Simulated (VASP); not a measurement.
# SiO2 (I-42d) in VASP: further runs, part 2 of 4

VASP 6.6.1. The steps go on from the part before.

## 3. Electric field gradients, PBEsol (volume scaled by 1.06)

The input, INCAR:

```
PREC = Accurate
ENCUT = 520
EDIFF = 1E-8
ISMEAR = -1
SIGMA = 0.03
LREAL = F
LASPH = T
NELM = 80
ALGO = Normal
ISIF = 2
LWAVE = F
LCHARG = F
GGA = PS
LEFG = T
NBANDS = 25
```

The input, KPOINTS:

```
Automatic mesh
0
Gamma
  7 7 7
```

The input, POSCAR:

```
SiO2
1.0
   -2.4206118211      2.4206118211      3.8174304072
    2.4206118211     -2.4206118211      3.8174304072
    2.4206118211      2.4206118211     -3.8174304072
Si O
2 4
Direct
    0.0000000000      0.0000000000      0.0000000000
    0.7500000000      0.2500000000      0.5000000000
    0.9983800000      0.6250000000      0.8733800000
    0.3750000000      0.2483800000      0.3733800000
    0.7516200000      0.1250000000      0.1266200000
    0.8750000000      0.0016200000      0.6266200000
```

Potentials or basis: VASP PAW PBE potentials, release 64 (Si, O).

The run is started by

```
$ cat potpaw_PBE.64/Si/POTCAR potpaw_PBE.64/O/POTCAR > POTCAR
$ mpirun -np 1 vasp_std > vasp.out
```

OUTCAR:

```text
PREC = Accurate
   ENCUT = 520
   EDIFF = 1E-8
   ISMEAR = -1
   LREAL = F
   LASPH = T
   NELM = 80
   ISIF = 2
   GGA = PS

 ion  position               nearest neighbor table
   1  0.000  0.000  0.000-   4 1.65   6 1.65   5 1.65   3 1.65   2 3.08   2 3.08   2 3.08   2 3.08

   2  0.750  0.250  0.500-   3 1.65   5 1.65   4 1.65   6 1.65   1 3.08   1 3.08   1 3.08   1 3.08

   3  0.998  0.625  0.873-   2 1.65   1 1.65
   4  0.375  0.248  0.373-   1 1.65   2 1.65
   5  0.752  0.125  0.127-   2 1.65   1 1.65
   6  0.875  0.002  0.627-   1 1.65   2 1.65

  LATTYP: Found a body centered tetragonal cell.
 ALAT       =     4.8412236422
 C/A-ratio  =     1.5770518734

  Lattice vectors:

 A1 = (  -2.4206118211,   2.4206118211,   3.8174304072)
 A2 = (   2.4206118211,  -2.4206118211,   3.8174304072)
 A3 = (   2.4206118211,   2.4206118211,  -3.8174304072)

Analysis of symmetry for initial positions (statically):
=====================================================================
 Subroutine PRICEL returns:
 Original cell was already a primitive cell.

 Routine SETGRP: Setting up the symmetry group for a
 body centered tetragonal supercell.

 Subroutine GETGRP returns: Found  8 space group operations
 (whereof  4 operations were pure point group operations)
 out of a pool of 16 trial point group operations.

The static configuration has the point symmetry S_4 .
 The point group associated with its full space group is D_2d.

Analysis of symmetry for dynamics (positions and initial velocities):
=====================================================================
 Subroutine PRICEL returns:
 Original cell was already a primitive cell.

 Routine SETGRP: Setting up the symmetry group for a
 body centered tetragonal supercell.

 Subroutine GETGRP returns: Found  8 space group operations
 (whereof  4 operations were pure point group operations)
 out of a pool of 16 trial point group operations.

The dynamic configuration has the point symmetry S_4 .
 The point group associated with its full space group is D_2d.

 Subroutine INISYM returns: Found  8 space group operations
 (whereof  4 operations are pure point group operations),
 and found     1 'primitive' translations

----------------------------------------------------------------------------------------

                                     Primitive cell

  volume of cell :      89.4708

  direct lattice vectors                    reciprocal lattice vectors
    -2.420611821  2.420611821  3.817430407     0.000000000  0.206559348  0.130978157
     2.420611821 -2.420611821  3.817430407     0.206559348  0.000000000  0.130978157
     2.420611821  2.420611821 -3.817430407     0.206559348  0.206559348  0.000000000

  length of vectors
     5.127523583  5.127523583  5.127523583     0.244585449  0.244585449  0.292119032

  position of ions in fractional coordinates (direct lattice)
     0.000000000  0.000000000  0.000000000
     0.750000000  0.250000000  0.500000000
[... 102 lines left out ...]
   IALGO  =     38    algorithm
   IMIX   =      4    mixing-type and parameters
     AMIX     =   0.40;   BMIX     =  1.00
     AMIX_MAG =   1.60;   BMIX_MAG =  1.00
  volume/ion in A,a.u.               =      14.91       100.63
  Fermi-wavevector in a.u.,A,eV,Ry     =   1.162067  2.195987 18.373291  1.350399
  Thomas-Fermi vector in A             =   2.298632
   LORBIT       =      0    0 simple, 1 ext, 2 COOP (PROOUT), +10 PAW based schemes
   GGA     = PS    functional components
   LHFCALC =     F    Hartree Fock is set to
   AEXX    =    0.0000 exact exchange contribution
   IVDW    =     0    specifies the selected vdW correction
   LEPSILON=     F    determine dielectric tensor
   LRPA    =     F    only Hartree local field effects (RPA)
 non-spin polarized calculation
  energy-cutoff  :      520.00
  volume of cell :       89.47
 maximum number of plane-waves:      2428
 NGX is ok and might be reduce to    40
   NGX = 19   NGY = 19   NGZ = 19

 number of electron      32.0000007 magnetization

 Free energy of the ion-electron system (eV)
  ---------------------------------------------------
  ext. energy  EPLUGINS =         0.00000000
  ---------------------------------------------------
  free energy    TOTEN  =       -49.20728956 eV

  energy without entropy =      -49.20728956  energy(sigma->0) =      -49.20728956

 E-fermi :   0.0677     XC(G=0):  -8.4665

 val. band max:       -0.5677619545   @ k =   0.0000   0.0000   0.0000
 cond. band min:       4.9979492759   @ k =   0.0000   0.0000   0.0000
 fundamental gap:      5.5657112304
 Fermi energy:         0.0676975457

 k-point     1 :       0.0000    0.0000    0.0000
  band No.  band energies     occupation
      1     -19.3167      2.00000
      2     -17.3346      2.00000
      3     -17.3163      2.00000
      4     -17.3163      2.00000
      5      -9.2541      2.00000
      6      -5.7033      2.00000
[... 661 lines left out ...]
     24      11.7856      0.00000
     25      12.1906      0.00000

 [... further k-points ...]
[... 5 lines left out ...]
  --------------------------------------------------------------------------------------
  -------------------------------------------------------------------------------------
  Total       -3.6703273     -3.6703273     -4.9078657      0.0000000      0.0000000      0.0000000
  in kB      -65.7255080    -65.7255080    -87.8864320      0.0000000      0.0000000      0.0000000
  external PRESSURE =     -73.1124827 kB  Pullay stress =       0.0000000 kB

 VOLUME and BASIS-vectors are now :
 -----------------------------------------------------------------------------
  energy-cutoff  :      520.00
  volume of cell :       89.47
      direct lattice vectors                 reciprocal lattice vectors
    -2.420611821  2.420611821  3.817430407     0.000000000  0.206559348  0.130978157
     2.420611821 -2.420611821  3.817430407     0.206559348  0.000000000  0.130978157
     2.420611821  2.420611821 -3.817430407     0.206559348  0.206559348  0.000000000

 POSITION                                       TOTAL-FORCE (eV/Angst)
 -----------------------------------------------------------------------------------
      0.00000      0.00000      0.00000         0.000000     -0.000000      0.000000
     -0.00000      2.42061      1.90872         0.000000     -0.000000      0.000000
      1.21031      3.01792      2.86307         0.000000     -0.664462     -0.000000
      0.59731      1.21031      0.95436        -0.664462     -0.000000     -0.000000
     -1.21031      1.82330      2.86307         0.000000      0.664462     -0.000000
     -0.59731      3.63092      0.95436         0.664462     -0.000000     -0.000000
 -----------------------------------------------------------------------------------
    total drift:                               -0.000001     -0.000001     -0.000001

  FREE ENERGIE OF THE ION-ELECTRON SYSTEM (eV)
  ---------------------------------------------------
  free  energy   TOTEN  =       -49.2072895567 eV

  energy  without entropy=      -49.2072895567  energy(sigma->0) =      -49.20728956

 Electric field gradients (V/A^2)
---------------------------------------------------------------------
 ion       V_xx      V_yy      V_zz      V_xy      V_xz      V_yz
---------------------------------------------------------------------
   1       3.047     3.046    -6.092    -0.000    -0.000    -0.000
   2       3.046     3.047    -6.092    -0.000    -0.000    -0.000
   3      30.025   -29.953    -0.072     0.003    76.231     0.002
   4     -29.953    30.025    -0.072     0.003     0.002    76.231
   5      30.025   -29.954    -0.071     0.003   -76.227     0.002
   6     -29.954    30.025    -0.071     0.003     0.002   -76.227
---------------------------------------------------------------------

 Electric field gradients after diagonalization (V/A^2)
 (convention: |V_zz| > |V_xx| > |V_yy|)
----------------------------------------------------------------------
 ion       V_xx      V_yy      V_zz     asymmetry (V_yy - V_xx)/ V_zz
----------------------------------------------------------------------
   1       3.047     3.046    -6.092       0.000
   2       3.047     3.046    -6.092       0.000
   3     -62.725   -29.953    92.679       0.354
   4     -62.725   -29.953    92.679       0.354
   5     -62.721   -29.954    92.675       0.354
   6     -62.721   -29.954    92.675       0.354
----------------------------------------------------------------------

           NMR quadrupolar parameters

 Cq : quadrupolar parameter    Cq=e*Q*V_zz/h
 eta: asymmetry parameters     (V_yy - V_xx)/ V_zz
 Q  : nuclear electric quadrupole moment in mb (millibarn)
----------------------------------------------------------------------
 ion       Cq(MHz)       eta       Q (mb)
----------------------------------------------------------------------
   1      -0.015       0.000       1.000
   2      -0.015       0.000       1.000
   3       0.224       0.354       1.000
   4       0.224       0.354       1.000
   5       0.224       0.354       1.000
   6       0.224       0.354       1.000
----------------------------------------------------------------------
```

OSZICAR:

```text
N       E                     dE             d eps       ncg     rms          rms(c)
DAV:   1     0.169805131608E+03    0.16981E+03   -0.16080E+04  2000   0.114E+03
DAV:   2    -0.428474883593E+02   -0.21265E+03   -0.20419E+03  2716   0.267E+02
DAV:   3    -0.546089621662E+02   -0.11761E+02   -0.11709E+02  2695   0.641E+01
DAV:   4    -0.547208936152E+02   -0.11193E+00   -0.11189E+00  2368   0.726E+00
DAV:   5    -0.547222348514E+02   -0.13412E-02   -0.13410E-02  2680   0.783E-01    0.187E+01
DAV:   6    -0.492436155581E+02    0.54786E+01   -0.17485E+01  2443   0.262E+01    0.945E+00
DAV:   7    -0.492215367909E+02    0.22079E-01   -0.55217E-01  2487   0.420E+00    0.343E+00
DAV:   8    -0.492018519356E+02    0.19685E-01   -0.28742E-02  2562   0.151E+00    0.123E+00
DAV:   9    -0.492055958187E+02   -0.37439E-02   -0.13049E-02  2308   0.897E-01    0.282E-01
DAV:  10    -0.492072968646E+02   -0.17010E-02   -0.24019E-03  2429   0.272E-01    0.773E-02
DAV:  11    -0.492072814204E+02    0.15444E-04   -0.55738E-04  2520   0.159E-01    0.258E-02
DAV:  12    -0.492072867253E+02   -0.53049E-05   -0.25131E-05  2493   0.324E-02    0.158E-02
DAV:  13    -0.492072895440E+02   -0.28186E-05   -0.87113E-06  2304   0.180E-02    0.307E-03
DAV:  14    -0.492072895230E+02    0.20982E-07   -0.89923E-07  2685   0.604E-03    0.146E-03
DAV:  15    -0.492072895363E+02   -0.13366E-07   -0.46288E-08  2360   0.137E-03    0.453E-04
DAV:  16    -0.492072895505E+02   -0.14209E-07   -0.55438E-09  2015   0.493E-04    0.113E-04
DAV:  17    -0.492072895567E+02   -0.61659E-08   -0.85189E-10  1320   0.191E-04
   1 F= -.49207290E+02 E0= -.49207290E+02  d E =-.594151E-10
```

stdout:

```text
POSCAR found type information on POSCAR SiO
 POSCAR found :  2 types and       6 ions
 scaLAPACK will be used
 -----------------------------------------------------------------------------
|                                                                             |
|                                                                             |
|     You enforced a specific xc type in the INCAR file but a different       |
|     I HOPE YOU KNOW WHAT YOU ARE DOING!                                     |
|                                                                             |
 -----------------------------------------------------------------------------

 LDA part: xc-table for (Slater+PW92), standard interpolation
 POSCAR, INCAR and KPOINTS ok, starting setup
 FFT: planning ... GRIDC
 FFT: planning ... GRID_SOFT
 FFT: planning ... GRID
 WAVECAR not read
 entering main loop
ion   1

ion   2

ion   3

ion   4

ion   5

ion   6
```

Wall time 85 s (1 thread of Intel Xeon Platinum 8559C (Emerald Rapids), shared host); peak memory 0.25 GiB.

Results:

```yaml
Free_energy: -49.2073 eV
Pressure: -7.3 GPa
Largest_force: 0.664 eV/Å
Band_gap_on_the_k_mesh: 5.57 eV, direct
```

Forces on the atoms (eV/Å):
```
Si   0.000  0.000  0.000
Si   0.000  0.000  0.000
O    0.000 -0.664  0.000
O   -0.664  0.000  0.000
O    0.000  0.664  0.000
O    0.664  0.000  0.000
```

Electric field gradients, principal values (V/Å²):
| atom | least | middle | greatest (by size) |
| --- | --- | --- | --- |
| 1 Si | 3.046 | 3.047 | -6.092 |
| 2 Si | 3.046 | 3.047 | -6.092 |
| 3 O | -29.953 | -62.725 | 92.679 |
| 4 O | -29.953 | -62.725 | 92.679 |
| 5 O | -29.954 | -62.721 | 92.675 |
| 6 O | -29.954 | -62.721 | 92.675 |

Caveat: without QUAD_EFG the Cq values of the log hold for a quadrupole moment of 1 mb, not for the nuclei; the PAW data sets were made with another functional, which shifts forces and pressure a little.

(Continued in part 3 of 4.)
